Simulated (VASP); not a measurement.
# Cu5Ni (P-62m) in VASP: further runs

Runs on Cu5Ni. Level: PBE. Tasks: single point.

Program: VASP 6.6.1. These are calculated values, not measurements. Logs are shortened: lines on timing, memory, paths and dates and some standing lists are left out, and cuts for length are marked.

## Step 1: The cell of the first run

Symmetry: P-62m, No. 189, hexagonal system. The conventional cell has a = 4.409 Å, b = 4.409 Å, c = 4.187 Å, α = 90.00°, β = 90.00°, γ = 120.00°. Cu (site symmetry m2m) has 10 Cu at 2.52 to 2.56 Å and 2 Ni at 2.55 Å within 3.3 Å. Cu (site symmetry -6) has 3 Ni at 2.55 Å and 9 Cu at 2.55 to 2.56 Å within 3.4 Å. Within 3.4 Å of Ni (site symmetry -62m) lie 12 Cu at 2.55 Å.

## Step 2: Single point, PBE

Contents of INCAR:

```
  PREC = Accurate
  ENCUT = 520
  EDIFF = 1E-7
  ISMEAR = 0
  SIGMA = 0.1
  LREAL = F
  LASPH = T
  NELM = 80
  ALGO = Fast
  ISIF = 2
  LWAVE = F
  LCHARG = F
  GGA = PE
  NBANDS = 42
```

Contents of KPOINTS:

```
Automatic mesh
0
Gamma
  6 6 4
```

Contents of POSCAR:

```
Cu5Ni
1.0
    4.4094511000      0.0000000000      0.0000000000
   -2.2047255000      3.8186967000      0.0000000000
    0.0000000000      0.0000000000      4.1869738000
Cu Ni
5 1
Direct
    0.3295950000      0.3295950000      0.0000000000
    0.0000000000      0.6704050000      0.0000000000
    0.6704050000      0.0000000000      0.0000000000
    0.6666667000      0.3333333000      0.5000000000
    0.3333333000      0.6666667000      0.5000000000
    0.0000000000      0.0000000000      0.5000000000
```

Potentials or basis: VASP PAW PBE potentials, release 64 (Cu, Ni).

The run is started by

```
cat potpaw_PBE.64/Cu/POTCAR potpaw_PBE.64/Ni/POTCAR > POTCAR
mpirun -np 1 vasp_std > vasp.out
```

OUTCAR:

```text
PREC = Accurate
   ENCUT = 520
   EDIFF = 1E-7
   ISMEAR = 0
   LREAL = F
   LASPH = T
   NELM = 80
   ISIF = 2
   GGA = PE

 ion  position               nearest neighbor table
   1  0.330  0.330  0.000-   3 2.52   2 2.52   6 2.55   6 2.55   3 2.56   2 2.56   2 2.56   3 2.56
                             4 2.56   4 2.56   5 2.56   5 2.56
   2  0.000  0.670  0.000-   3 2.52   1 2.52   6 2.55   6 2.55   1 2.56   3 2.56   1 2.56   3 2.56
                             5 2.56   5 2.56   4 2.56   4 2.56
   3  0.670  0.000  0.000-   2 2.52   1 2.52   6 2.55   6 2.55   1 2.56   2 2.56   2 2.56   1 2.56
                             4 2.56   4 2.56   5 2.56   5 2.56
   4  0.667  0.333  0.500-   6 2.55   5 2.55   5 2.55   6 2.55   6 2.55   5 2.55   3 2.56   3 2.56
                             2 2.56   2 2.56   1 2.56   1 2.56
   5  0.333  0.667  0.500-   6 2.55   4 2.55   4 2.55   6 2.55   6 2.55   4 2.55   2 2.56   2 2.56
                             3 2.56   3 2.56   1 2.56   1 2.56
   6  0.000  0.000  0.500-   4 2.55   5 2.55   4 2.55   5 2.55   4 2.55   5 2.55   3 2.55   3 2.55
                             2 2.55   2 2.55   1 2.55   1 2.55

  LATTYP: Found a hexagonal cell.
 ALAT       =     4.4094511000
 C/A-ratio  =     0.9495453527

  Lattice vectors:

 A1 = (   4.4094511000,   0.0000000000,   0.0000000000)
 A2 = (  -2.2047255000,   3.8186967000,   0.0000000000)
 A3 = (   0.0000000000,   0.0000000000,   4.1869738000)

Analysis of symmetry for initial positions (statically):
=====================================================================
 Subroutine PRICEL returns:
 Original cell was already a primitive cell.

 Routine SETGRP: Setting up the symmetry group for a
 hexagonal supercell.

 Subroutine GETGRP returns: Found 12 space group operations
 (whereof 12 operations were pure point group operations)
 out of a pool of 24 trial point group operations.

The static configuration has the point symmetry D_3h.

Analysis of symmetry for dynamics (positions and initial velocities):
=====================================================================
 Subroutine PRICEL returns:
 Original cell was already a primitive cell.

 Routine SETGRP: Setting up the symmetry group for a
 hexagonal supercell.

 Subroutine GETGRP returns: Found 12 space group operations
 (whereof 12 operations were pure point group operations)
 out of a pool of 24 trial point group operations.

The dynamic configuration has the point symmetry D_3h.

 Subroutine INISYM returns: Found 12 space group operations
 (whereof 12 operations are pure point group operations),
 and found     1 'primitive' translations

----------------------------------------------------------------------------------------

                                     Primitive cell

  volume of cell :      70.5018

  direct lattice vectors                    reciprocal lattice vectors
     4.409451100  0.000000000  0.000000000     0.226785597  0.130934721  0.000000000
    -2.204725500  3.818696700  0.000000000     0.000000000  0.261869449  0.000000000
     0.000000000  0.000000000  4.186973800     0.000000000  0.000000000  0.238835982

  length of vectors
     4.409451100  4.409451102  4.186973800     0.261869449  0.261869449  0.238835982

  position of ions in fractional coordinates (direct lattice)
     0.329595000  0.329595000  0.000000000
     0.000000000  0.670405000  0.000000000
     0.670405000  0.000000000  0.000000000
     0.666666700  0.333333300  0.500000000
     0.333333300  0.666666700  0.500000000
     0.000000000  0.000000000  0.500000000

  ion indices of the primitive-cell ions
   primitive index   ion index
                 1           1
                 2           2
                 3           3
                 4           4
                 5           5
                 6           6

----------------------------------------------------------------------------------------

 KPOINTS: Automatic mesh

Automatic generation of k-mesh.
 Grid dimensions read from file:
 generate k-points for:    6    6    4

 Generating k-lattice:

  Cartesian coordinates                     Fractional coordinates (reciprocal lattice)
     0.037797599  0.021822454  0.000000000     0.166666667  0.000000000  0.000000000
     0.000000000  0.043644908  0.000000000     0.000000000  0.166666667  0.000000000
     0.000000000  0.000000000  0.059708996     0.000000000  0.000000000  0.250000000

  Length of vectors
     0.043644908  0.043644908  0.059708996

  Shift w.r.t. Gamma in fractional coordinates (k-lattice)
     0.000000000  0.000000000  0.000000000

 Subroutine IBZKPT returns following result:
 ===========================================

 Found     21 irreducible k-points:

 Following reciprocal coordinates:
            Coordinates               Weight
  0.000000  0.000000  0.000000      1.000000
  0.166667  0.000000  0.000000      6.000000
  0.333333 -0.000000  0.000000      6.000000
  0.500000  0.000000  0.000000      3.000000
  0.166667  0.166667  0.000000      6.000000
  0.333333  0.166667  0.000000     12.000000
[... 13 lines left out ...]
  0.333333  0.166667  0.500000     12.000000
  0.333333  0.333333  0.500000      2.000000
   k-points           NKPTS =     21   k-points in BZ     NKDIM =     21   number of bands    NBANDS=     42
   number of dos      NEDOS =    301   number of ions     NIONS =      6
   total plane-waves  NPLWV =  41472
   dimension x,y,z NGX =    36 NGY =   36 NGZ =   32
   dimension x,y,z NGXF=    72 NGYF=   72 NGZF=   64
   ions per type =               5   1
   NGX,Y,Z   is equivalent  to a cutoff of  13.57, 13.57, 12.71 a.u.
   NGXF,Y,Z  is equivalent  to a cutoff of  27.15, 27.15, 25.41 a.u.
 SYSTEM =  unknown system
   PREC   = accura    normal or accurate (medium, high low for compatibility)
   ISTART =      0    job   : 0-new  1-cont  2-samecut
   ICHARG =      2    charge: 1-file 2-atom 10-const
   ISPIN  =      1    spin polarized calculation?
   LNONCOLLINEAR =      F non collinear calculations
   LSORBIT =      F    spin-orbit coupling
   LASPH  =      T    aspherical Exc in radial PAW
   ENCUT  =  520.0 eV  38.22 Ry    6.18 a.u.   8.20  8.20  7.78*2*pi/ulx,y,z
   NELM   =     80;   NELMIN=  2; NELMDL= -5     # of ELM steps
   EDIFF  = 0.1E-06   stopping-criterion for ELM
   LREAL  =      F    real-space projection
   EDIFFG = 0.1E-05   stopping-criterion for IOM
   NSW    =      0    number of steps for IOM
   IBRION =     -1    ionic relax: 0-MD 1-quasi-New 2-CG
   NFREE  =      0    steps in history (QN), initial steepest desc. (CG)
   ISIF   =      2    stress and relaxation
   ISYM   =      2    0-nonsym 1-usesym 2-fastsym
   POTIM  = 0.5000    time-step for ionic-motion
   TEBEG  =    0.0;   TEEND  =   0.0 temperature during run
   PSTRESS=    0.0 pullay stress
   NELECT =      65.0000    total number of electrons
   NUPDOWN=      -1.0000    fix difference up-down
   EMIN   =  10.00;   EMAX   =-10.00  energy-range for DOS
   EFERMI =   0.00;   METHOD = LEGACY
   ISMEAR =     0;   SIGMA  =   0.10  broadening in eV -4-tet -1-fermi 0-gaus
   EFERMI_NEDOS =   21; number of points for ismear=-14 and -15
   IALGO  =     68    algorithm
   IMIX   =      4    mixing-type and parameters
     AMIX     =   0.40;   BMIX     =  1.00
     AMIX_MAG =   1.60;   BMIX_MAG =  1.00
  volume/ion in A,a.u.               =      11.75        79.29
  Fermi-wavevector in a.u.,A,eV,Ry     =   1.593355  3.011005 34.542215  2.538781
  Thomas-Fermi vector in A             =   2.691598
   LORBIT       =      0    0 simple, 1 ext, 2 COOP (PROOUT), +10 PAW based schemes
   GGA     = PE    functional components
   LHFCALC =     F    Hartree Fock is set to
   AEXX    =    0.0000 exact exchange contribution
   IVDW    =     0    specifies the selected vdW correction
   LEPSILON=     F    determine dielectric tensor
   LRPA    =     F    only Hartree local field effects (RPA)
 non-spin polarized calculation
 RMM-DIIS sequential band-by-band and
 Gauss-broadening in eV      SIGMA  =   0.10
  energy-cutoff  :      520.00
  volume of cell :       70.50
 maximum number of plane-waves:      1908
 NGX is ok and might be reduce to    36

 number of electron      64.9999985 magnetization

 Free energy of the ion-electron system (eV)
  ---------------------------------------------------
  ext. energy  EPLUGINS =         0.00000000
  ---------------------------------------------------
  free energy    TOTEN  =       -24.05994124 eV

  energy without entropy =      -24.05368170  energy(sigma->0) =      -24.05681147

 E-fermi :   7.7315     XC(G=0): -12.7565

 val. band max:        7.5692605653   @ k =   0.1667   0.1667   0.2500
 cond. band min:       7.7762908753   @ k =   0.3333  -0.0000   0.2500
 fundamental gap:      0.2070303100
 Fermi energy:         7.7314672523

 k-point     1 :       0.0000    0.0000    0.0000
  band No.  band energies     occupation
      1      -1.4864      2.00000
      2       2.7758      2.00000
      3       3.6996      2.00000
      4       3.6996      2.00000
      5       3.7064      2.00000
      6       3.8599      2.00000
[... 34 lines left out ...]
     41      18.2243      0.00000
     42      18.9060      0.00000

 k-point     2 :       0.1667    0.0000    0.0000
  band No.  band energies     occupation
      1      -1.1847      2.00000
      2       2.9468      2.00000
      3       3.4989      2.00000
      4       3.5990      2.00000
      5       3.6569      2.00000
      6       3.6943      2.00000
[... 34 lines left out ...]
     41      16.6611      0.00000
     42      17.2436      0.00000

 k-point     3 :       0.3333   -0.0000    0.0000
  band No.  band energies     occupation
      1      -0.3078      2.00000
      2       2.5554      2.00000
      3       3.1843      2.00000
      4       3.3692      2.00000
      5       3.4694      2.00000
      6       3.5697      2.00000
[... 34 lines left out ...]
     41      16.1765      0.00000
     42      16.4023      0.00000

 k-point     4 :       0.5000    0.0000    0.0000
  band No.  band energies     occupation
      1       0.9748      2.00000
      2       1.1053      2.00000
      3       3.0261      2.00000
      4       3.3383      2.00000
      5       3.5280      2.00000
      6       3.7100      2.00000
[... 709 lines left out ...]
     41      19.1384      0.00000
     42      19.2479      0.00000

 k-point    20 :       0.3333    0.1667    0.5000
  band No.  band energies     occupation
      1       2.1510      2.00000
      2       2.2883      2.00000
      3       2.9189      2.00000
      4       2.9706      2.00000
      5       3.0027      2.00000
      6       3.0524      2.00000
[... 34 lines left out ...]
     41      20.2307      0.00000
     42      20.5040      0.00000

 k-point    21 :       0.3333    0.3333    0.5000
  band No.  band energies     occupation
      1       2.6819      2.00000
      2       2.7578      2.00000
      3       2.7578      2.00000
      4       2.7654      2.00000
      5       2.7654      2.00000
      6       2.8963      2.00000
[... 34 lines left out ...]
     41      17.1899      0.00000
     42      17.2865      0.00000

------------------------ aborting loop because EDIFF is reached ----------------------------------------

  FORCE on cell =-STRESS in cart. coord.  units (eV):
  Direction    XX          YY          ZZ          XY          YZ          ZX
  --------------------------------------------------------------------------------------
  -------------------------------------------------------------------------------------
  Total        0.1644014      0.1644014      0.3412786      0.0000000      0.0000000      0.0000000
  in kB        3.7360792      3.7360793      7.7556758      0.0000000      0.0000000      0.0000000
  external PRESSURE =       5.0759448 kB  Pullay stress =       0.0000000 kB

 VOLUME and BASIS-vectors are now :
 -----------------------------------------------------------------------------
  energy-cutoff  :      520.00
  volume of cell :       70.50
      direct lattice vectors                 reciprocal lattice vectors
     4.409451100  0.000000000  0.000000000     0.226785597  0.130934721  0.000000000
    -2.204725500  3.818696700  0.000000000     0.000000000  0.261869449  0.000000000
     0.000000000  0.000000000  4.186973800     0.000000000  0.000000000  0.238835982

 POSITION                                       TOTAL-FORCE (eV/Angst)
 -----------------------------------------------------------------------------------
      0.72667      1.25862      0.00000         0.005003      0.008666      0.000000
     -1.47806      2.56007      0.00000         0.005003     -0.008666      0.000000
      2.95612      0.00000      0.00000        -0.010007      0.000000      0.000000
      2.20473      1.27290      2.09349        -0.000000      0.000000      0.000000
     -0.00000      2.54580      2.09349        -0.000000     -0.000000      0.000000
      0.00000      0.00000      2.09349        -0.000000     -0.000000      0.000000
 -----------------------------------------------------------------------------------
    total drift:                               -0.000001     -0.000002     -0.000001

  FREE ENERGIE OF THE ION-ELECTRON SYSTEM (eV)
  ---------------------------------------------------
  free  energy   TOTEN  =       -24.0599412369 eV

  energy  without entropy=      -24.0536817021  energy(sigma->0) =      -24.05681147
```

Run time: 2.5 min. Hardware: 1 thread of AMD EPYC 7R13, shared host; peak memory 0.19 GiB.

Results:

| Property | Result |
| --- | --- |
| Free energy | -24.0599 eV |
| Pressure | 0.5 GPa |
| Largest force | 0.010 eV/Å |

Forces in eV/Å, atoms in the order of the input:
```
Cu   0.005  0.009  0.000
Cu   0.005 -0.009  0.000
Cu  -0.010  0.000  0.000
Cu   0.000  0.000  0.000
Cu   0.000  0.000  0.000
Ni   0.000  0.000  0.000
```

Stress tensor (GPa, compression positive):
```
0.37 0.00 0.00
0.00 0.37 0.00
0.00 0.00 0.78
```

Caveat: the k points lie up to 0.38 Å⁻¹ apart. Spin polarisation is off, so any magnetic state and its effect on volume and gap are missing.

## Step 3: Single point, PBE

This run uses another cell than the first one: it holds 12 atoms, not 6.

Contents of INCAR:

```
PREC = Accurate ; ENCUT = 520
EDIFF = 1E-6 ; ISMEAR = 0
SIGMA = 0.2 ; LREAL = False
LASPH = True ; NELM = 60
ALGO = Fast ; ISIF = 2
LWAVE = False ; LCHARG = False
GGA = PE ; NBANDS = 77
```

Contents of KPOINTS:

```
regular mesh
0
Gamma
  6 6 4
```

Contents of POSCAR:

```
Cu5Ni
1.0
    4.4094511177     -0.0000000289      0.0000000000
   -2.2047255338      3.8186966991      0.0000000000
    0.0000000000      0.0000000000      8.3739476000
Cu Ni
10 2
Direct
    0.3295950000      0.3295950000      0.0000000000
    0.3295950000      0.3295950000      0.5000000000
    0.0000000000      0.6704050000      0.0000000000
    0.0000000000      0.6704050000      0.5000000000
    0.6704050000      0.0000000000      0.0000000000
    0.6704050000      0.0000000000      0.5000000000
    0.6666666667      0.3333333333      0.2500000000
    0.6666666667      0.3333333333      0.7500000000
    0.3333333333      0.6666666667      0.2500000000
    0.3333333333      0.6666666667      0.7500000000
    0.0000000000      0.0000000000      0.2500000000
    0.0000000000      0.0000000000      0.7500000000
```

Potentials or basis: VASP PAW PBE potentials, release 64 (Cu, Ni).

The run is started by

```
cat potpaw_PBE.64/Cu/POTCAR potpaw_PBE.64/Ni/POTCAR > POTCAR
mpirun -np 1 vasp_std > vasp.out
```

Wall time 16 min (1 thread of AMD EPYC 7R13, shared host); peak memory 0.33 GiB.

The run converged. Its results:

```
Free energy            : -48.1397 eV
Pressure               : 0.6 GPa
Band gap on the k mesh : zero (band 65 reaches 11.53 eV, above the bottom of band 66 at 6.99 eV)
```

Forces in eV/Å, atoms in the order of the input:
```
Cu   0.001  0.002  0.000
Cu   0.001  0.002  0.000
Cu   0.001 -0.002  0.000
Cu   0.001 -0.002  0.000
Cu  -0.003  0.000  0.000
Cu  -0.003  0.000  0.000
Cu   0.000  0.000  0.000
Cu   0.000  0.000  0.000
Cu   0.000  0.000  0.000
Cu   0.000  0.000  0.000
Ni   0.000  0.000  0.000
Ni   0.000  0.000  0.000
```

Stress tensor (GPa, compression positive):
```
0.45 0.00 0.00
0.00 0.45 0.00
0.00 0.00 0.81
```

Levels at points of the mesh, in eV from the Fermi level:
```
           k point  band 60  band 61  band 62  band 63  band 64  band 65  band 66  band 67  band 68  band 69
(0.00, 0.00, 0.00)    -0.84    -0.84    -0.74    -0.74    -0.59     3.38     3.38     3.61     3.82     3.82
(0.50, 0.00, 0.00)    -0.75    -0.66    -0.64    -0.61    -0.57    -0.50    -0.23     0.39     0.70     0.87
(0.00, 0.00, 0.50)    -0.80    -0.80    -0.80    -0.74    -0.74     3.86     3.86     4.07     4.07     4.07
(0.50, 0.00, 0.50)    -0.76    -0.62    -0.62    -0.61    -0.61     0.15     0.15     1.03     1.03     1.13
```

## Step 4: Single point, PBE

Contents of INCAR:

```
PREC = Accurate
ENCUT = 520
EDIFF = 1E-7
ISMEAR = 0
SIGMA = 0.1
LREAL = F
LASPH = T
NELM = 60
ALGO = Fast
ISIF = 2
LWAVE = F
LCHARG = F
GGA = PE
NBANDS = 42
```

Contents of KPOINTS:

```
regular mesh
0
Gamma
  12 12 10
```

Contents of POSCAR:

```
Cu5Ni
1.0
    4.4094511177     -0.0000000289      0.0000000000
   -2.2047255338      3.8186966991      0.0000000000
    0.0000000000      0.0000000000      4.1869738000
Cu Ni
5 1
Direct
    0.3295950000      0.3295950000      0.0000000000
    0.0000000000      0.6704050000      0.0000000000
    0.6704050000      0.0000000000      0.0000000000
    0.6666666667      0.3333333333      0.5000000000
    0.3333333333      0.6666666667      0.5000000000
    0.0000000000      0.0000000000      0.5000000000
```

The run is started by

```
cat potpaw_PBE.64/Cu/POTCAR potpaw_PBE.64/Ni/POTCAR > POTCAR
mpirun -np 1 vasp_std > vasp.out
```

Run time: 15 min. Hardware: 1 thread of AMD EPYC 7R13, shared host; peak memory 0.36 GiB.

Results (log left out):

| Item | Value |
| --- | --- |
| Free energy | -24.0346 eV |
| Pressure | 0.5 GPa |

Levels at points of the mesh, in eV from the Fermi level:
```
           k point  band 28  band 29  band 30  band 31  band 32  band 33  band 34  band 35  band 36  band 37
(0.00, 0.00, 0.00)    -1.23    -0.95    -0.86    -0.75    -0.75     3.37     3.37     3.61     3.81     3.81
(0.50, 0.00, 0.00)    -1.52    -0.91    -0.75    -0.66    -0.62     0.38     1.99     3.82     3.96     4.88
(0.00, 0.00, 0.50)    -1.44    -1.44    -0.84    -0.84    -0.59     4.23     4.24     4.57     4.57     5.73
(0.50, 0.00, 0.50)    -1.18    -1.17    -0.93    -0.65    -0.57    -0.51    -0.23     0.69     0.87     5.12
```

## Step 5: Summary

| cell | k mesh | smearing | further INCAR settings | gap on the mesh (eV) | pressure (GPa) |
| --- | --- | --- | --- | --- | --- |
| a = 4.409, b = 4.409, c = 4.187 Å, angles 90.0, 90.0, 120.0°, 6 atoms | 6 × 6 × 4 | gaussian 0.1 eV | ALGO = Fast; EDIFF = 1e-07; NBANDS = 42 | none | 0.5 |
| a = 4.409, b = 4.409, c = 8.374 Å, angles 90.0, 90.0, 120.0°, 12 atoms | 6 × 6 × 4 | gaussian 0.2 eV | ALGO = Fast; EDIFF = 1e-06; NBANDS = 77 | none | 0.6 |
| a = 4.409, b = 4.409, c = 4.187 Å, angles 90.0, 90.0, 120.0°, 6 atoms | 12 × 12 × 10 | gaussian 0.1 eV | ALGO = Fast; EDIFF = 1e-07; NBANDS = 42 | none | 0.5 |

Alike in all rows: task single point; level PBE; potentials or basis VASP PAW PBE potentials, release 64 (Cu, Ni); no spin polarisation; cutoff (eV) 520.

Caveats: some runs use coarse meshes.

Total energies depend on the potentials used, so only differences within one code and one set of settings carry meaning.
